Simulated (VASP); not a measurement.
Wanted: the native input for a VASP 6.6.1 run.

- Task: single point
- Functional: PBE-based screened hybrid with 25 % exact exchange
- Potentials or basis: VASP PAW PBE potentials, release 64 (B, As)
- Cutoff: 520 eV
- k mesh: 5 × 5 × 5
- Occupations: fermi-dirac, width 0.05 eV
- Spin: no spin polarisation
- Dipole correction: no
- Grid for exact exchange (PRECFOCK): Normal
- Share of exact exchange: 0.25
- Further INCAR settings: ALGO = Normal; EDIFF = 1e-07; NBANDS = 11
- Screening parameter: 0.6 1/Å

Crystal: BAs.

```xyz
2
Lattice="2.9570 0.0000 0.0000 0.0000 2.9570 0.0000 0.0000 0.0000 2.9570" Properties=species:S:1:pos:R:3 pbc="T T T"
B     1.4785    1.4785    1.4785
As    0.0000    0.0000    0.0000
```

The input as run:

POSCAR

```
BAs
1.0
    2.9570103300      0.0000000000      0.0000000000
    0.0000000000      2.9570103300      0.0000000000
    0.0000000000      0.0000000000      2.9570103300
B As
1 1
Direct
    0.5000000000      0.5000000000      0.5000000000
    0.0000000000      0.0000000000      0.0000000000
```

INCAR.step1

```
PREC     = Accurate       # precision mode
ENCUT    = 520            # plane-wave cutoff, eV
EDIFF    = 1E-5           # SCF threshold, eV
ISMEAR   = -1             # smearing method
SIGMA    = 0.05           # smearing width, eV
LREAL    = False          # projectors in reciprocal space
LASPH    = True           # aspherical terms in the spheres
NELM     = 60             # most SCF steps
ALGO     = Normal         # electronic algorithm
ISIF     = 2              # what is computed and relaxed
LWAVE    = True           # write WAVECAR
LCHARG   = False          # write CHGCAR
GGA      = PE             # functional
NBANDS   = 11             # bands
```

INCAR.step2

```
PREC     = Accurate       # precision mode
ENCUT    = 520            # plane-wave cutoff, eV
EDIFF    = 1E-7           # SCF threshold, eV
ISMEAR   = -1             # smearing method
SIGMA    = 0.05           # smearing width, eV
LREAL    = False          # projectors in reciprocal space
LASPH    = True           # aspherical terms in the spheres
NELM     = 60             # most SCF steps
ALGO     = Normal         # electronic algorithm
ISIF     = 2              # what is computed and relaxed
LWAVE    = False          # write WAVECAR
LCHARG   = False          # write CHGCAR
GGA      = PE             # functional
LHFCALC  = True           # exact exchange
AEXX     = 0.25           # exact-exchange fraction
HFSCREEN = 0.6            # screening, 1/A
PRECFOCK = Normal       
ISTART   = 1            
NBANDS   = 11             # bands
```

KPOINTS

```
regular mesh
0
Gamma
  5 5 5
```

Potentials or basis: VASP PAW PBE potentials, release 64 (B, As).

Command:

```bash
$ cat potpaw_PBE.64/B/POTCAR potpaw_PBE.64/As/POTCAR > POTCAR
$ cp INCAR.step1 INCAR
$ mpirun -np 1 vasp_std > vasp.out
$ cp INCAR.step2 INCAR
$ mpirun -np 1 vasp_std > vasp.out
```

It gave:

```json
{"Pressure": "-7.4 GPa", "Band gap on the k mesh": "zero (bands 4 and 5 overlap by 3.77 eV)"}
```

Caveat: the k points lie up to 0.42 Å⁻¹ apart, too coarse for converged energies and pressures of a metal; the PAW data sets were made with another functional, which shifts forces and pressure a little.

It took 110 s on 1 thread of Intel(R) Xeon(R) Platinum 8488C (Sapphire Rapids) (shared host), peak memory 0.24 GiB.
